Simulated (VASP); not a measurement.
The system is PbS (Galena).

```
Pb S
1.0
     0.00000    2.97057    2.97057
     2.97057    0.00000    2.97057
     2.97057    2.97057    0.00000
Pb S
1 1
Direct
  0.00000 0.00000 0.00000
  0.50000 0.50000 0.50000
```

Base run:

| Property | Result |
| --- | --- |
| Program | VASP 6.6.1 |
| Functional | PBEsol |
| Potentials or basis | VASP PAW PBE potentials, release 64 (Pb_d, S) |
| Cutoff | 500 eV |
| k mesh | 6 × 6 × 6 |
| Occupations | gaussian, width 0.5 eV |
| Spin | no spin polarisation |

Its results: band gap on the k mesh 0.28 eV, direct; pressure -1.3 GPa.

Question: The run is repeated on the same cell with these changes: functional from PBEsol to r2SCAN; cutoff from 500 eV to 550 eV; occupations from gaussian, width 0.5 eV to gaussian, width 0.01 eV. What comes out?

Answer: Band gap on the k mesh 0.64 eV, direct; pressure 1.0 GPa.

Caveats: the PAW data sets were made with another functional, which shifts forces and pressure a little; spin-orbit coupling is left out, which moves the levels of the heavy elements.

A k mesh can miss the band edges.
